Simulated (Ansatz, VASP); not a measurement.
## Sb2Mo in VASP and in Ansatz

INCAR

```
SYSTEM = Sb2Mo
ALGO = Normal
EDIFF = 1E-6
EDIFFG = -0.04
ENCUT = 600
GGA = PE
IBRION = 2
ISIF = 3
ISMEAR = 0
LASPH = .TRUE.
LCHARG = .FALSE.
LREAL = .FALSE.
LWAVE = .FALSE.
NELM = 100
NSW = 90
PREC = Accurate
SIGMA = 0.1
```

The input KPOINTS:

```
k-points
0
G
  4 4 4
  0 0 0
```

POSCAR

```
Sb2Mo
1.0
    5.4195962829      0.0000000000      0.0000000000
    0.0000000000      5.4195962829      0.0000000000
    0.0000000000      0.0000000000      5.4195962829
Sb Mo
4 2
Direct
    0.2500000000      0.2500000000      0.2500000000
    0.2500000000      0.7500000000      0.7500000000
    0.7500000000      0.7500000000      0.2500000000
    0.7500000000      0.2500000000      0.7500000000
    0.0000000000      0.0000000000      0.0000000000
    0.5000000000      0.5000000000      0.5000000000
```

Input for Ansatz:

```yaml
crystal:
  lattice:
    - [5.4195962829, 0.0, 0.0]
    - [0.0, 5.4195962829, 0.0]
    - [0.0, 0.0, 5.4195962829]
  atoms:
    - { symbol: Sb, position: [0.25, 0.25, 0.25] }
    - { symbol: Sb, position: [0.25, 0.75, 0.75] }
    - { symbol: Sb, position: [0.75, 0.75, 0.25] }
    - { symbol: Sb, position: [0.75, 0.25, 0.75] }
    - { symbol: Mo, position: [0.0, 0.0, 0.0] }
    - { symbol: Mo, position: [0.5, 0.5, 0.5] }
basis:
  ecutwfc: 420
kpoints:
  mp_grid: { grid: [4, 4, 4] }
hamiltonian:
  xc: pbe
scf:
  occupations: { method: gaussian, width: 0.1 }
  lower_state_search: "off"
output:
  forces: true
  stress: true
  eigenvalues: true
relax:
  adjacent_minimum: "off"
  f_tol: 0.04
  max_steps: 70
  cell: { stress_tol: 0.4 }
```

Alike in both runs: task relaxation of cell and atoms; functional PBE; k mesh 4 × 4 × 4; occupations gaussian, width 0.1 eV; no spin polarisation.

```csv
,VASP,Ansatz
version,VASP 6.6.1,Ansatz 0.2.0
potentials or method,"VASP PAW PBE potentials, release 64 (Sb, Mo_sv), cutoff 600 eV","scalar-relativistic, plane waves, PAW"
valence electrons in the cell,48,88
```

Ansatz gave:

```
gap on the k mesh at the Fermi level, each at its own relaxed structure (eV) : none
relaxed volume (Å³/atom)                                                     : 34.17
relaxed cell length with the largest relative difference (Å)                 : 5.897
```

Problem. Estimate VASP's values.

Solution. gap on the k mesh at the Fermi level, each at its own relaxed structure (eV): none; relaxed volume (Å³/atom): 34.00; relaxed cell length with the largest relative difference (Å): 5.887.

A gap of «none» marks a metal or a gap that the smearing closes. VASP's potentials hold 48 valence electrons a cell and Ansatz's 88, so a difference there can come from the potentials and not from the codes.

Spin-orbit coupling is off throughout. Noted on VASP's run: the volume moved by over 15 % at a fixed basis, so the end points are rough.
